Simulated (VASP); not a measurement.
YTl3Pb: relaxation of cell and atoms with PBE

The system is YTl3Pb.

```
Y Tl Pb
1.0
     5.81228    0.00000    0.00000
     0.00000    5.81228    0.00000
     0.00000    0.00000    5.81228
Y Tl Pb
1 3 1
Direct
  0.00000 0.00000 0.00000
  0.00000 0.50000 0.50000
  0.50000 0.00000 0.50000
  0.50000 0.50000 0.00000
  0.50000 0.50000 0.50000
```

| Quantity | Value |
| --- | --- |
| Program | VASP 6.6.1 |
| Task | relaxation of cell and atoms |
| Functional | PBE |
| Potentials or basis | VASP PAW PBE potentials, release 64 (Y_sv, Tl_d, Pb_d) |
| Cutoff | 600 eV |
| k mesh | 8 × 8 × 8 |
| Occupations | gaussian, width 0.1 eV |
| Spin | no spin polarisation |
| Dipole correction | no |
| Further INCAR settings | ALGO = Fast; EDIFF = 1e-06; IBRION = 2; EDIFFG = -0.01; NSW = 100; ISIF = 3 |

The relaxed volume is 39.98 Å³/atom, the relaxed cell is a = 5.847 Å, b = 5.847 Å, c = 5.847 Å, α = 90.00°, β = 90.00°, γ = 90.00° and the space group after relaxing (to 0.1 Å) is Pm-3m (No. 221). The energy gained by relaxing is 0.8 meV/atom and the ionic steps are 4. The pressure after relaxing is 0.0 GPa and the band gap on the k mesh is zero (bands 32 and 33 overlap by 1.08 eV).

Step by step:
```tsv
step	energy change (eV)	largest force (eV/Å)	pressure (GPa)	volume (Å³)
1	0.0000	0.0000	0.38	196.35
2	-0.0038	0.0000	0.05	199.02
3	-0.0039	0.0000	0.05	199.31
4	-0.0040	0.0000	-0.02	199.89
```

Final structure:
```xyz
5
Lattice="5.8469 0.0000 0.0000 0.0000 5.8469 0.0000 0.0000 0.0000 5.8469" Properties=species:S:1:pos:R:3 pbc="T T T"
Y     0.0000    0.0000    0.0000
Tl    0.0000    2.9235    2.9235
Tl    2.9235    0.0000    2.9235
Tl    2.9235    2.9235    0.0000
Pb    2.9235    2.9235    2.9235
```

Levels at points of the mesh, in eV from the Fermi level:
```csv
k point,band 30,band 31,band 32,band 33,band 34,band 35
"(0.00, 0.00, 0.00)",-2.77,-2.77,0.72,0.72,0.81,0.81
"(0.50, 0.00, 0.00)",-2.46,-0.97,-0.33,0.55,0.55,0.72
"(0.50, 0.50, 0.00)",-1.98,-0.15,-0.15,0.53,0.53,0.76
"(0.50, 0.50, 0.50)",-1.37,-1.37,-0.11,1.06,1.06,1.07
```

It took 59 min on 1 thread of Intel Xeon 8259CL, with other jobs on the host, peak memory 0.59 GiB.

Caveat: spin-orbit coupling is left out, which moves the levels of the heavy elements.
